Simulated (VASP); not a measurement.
TaN, 6 atoms in the cell. Symmetry: P6/mmm, No. 191, hexagonal system. The conventional cell has a = 5.191 Å, b = 5.191 Å, c = 2.908 Å, α = 90.00°, β = 90.00°, γ = 120.00°. Ta (site symmetry 6/mmm) has 6 N at 2.60 Å and 14 Ta at 2.91 to 3.33 Å within 3.4 Å. Ta (site symmetry -6m2) has 6 N at 2.09 Å and 5 Ta at 2.91 to 3.00 Å within 3.0 Å. N (site symmetry mmm) has 6 Ta at 2.09 to 2.60 Å and 6 N at 2.60 to 2.91 Å within 3.0 Å. 

| Item | Value |
| --- | --- |
| Program | VASP 6.6.1 |
| Task | relaxation of cell and atoms |
| Functional | r2SCAN |
| Potentials or basis | VASP PAW PBE potentials, release 64 (Ta_pv, N) |
| Cutoff | 600 eV |
| k mesh | 5 × 5 × 7 |
| Occupations | gaussian, width 0.05 eV |
| Spin | no spin polarisation |
| Dipole correction | no |
| Further INCAR settings | ALGO = Normal; EDIFF = 1e-06; IBRION = 2; EDIFFG = -0.01; NSW = 80; ISIF = 3 |

Potentials or basis: VASP PAW PBE potentials, release 64 (Ta_pv, N).

Command:

```bash
$ cat potpaw_PBE.64/Ta_pv/POTCAR potpaw_PBE.64/N/POTCAR > POTCAR
$ cp INCAR.step1 INCAR
$ mpirun -np 1 vasp_std > vasp.out
$ cp INCAR.step2 INCAR
$ mpirun -np 1 vasp_std > vasp.out
```

Hardware: 1 thread of Intel(R) Xeon(R) Platinum 8488C (Sapphire Rapids) (shared host).

Q: Estimate the wall time of this run.

A: It took 11 min on 1 thread of Intel(R) Xeon(R) Platinum 8488C (Sapphire Rapids), on a shared host, peak memory 0.23 GiB. Counts: k points 20, ion steps 5.
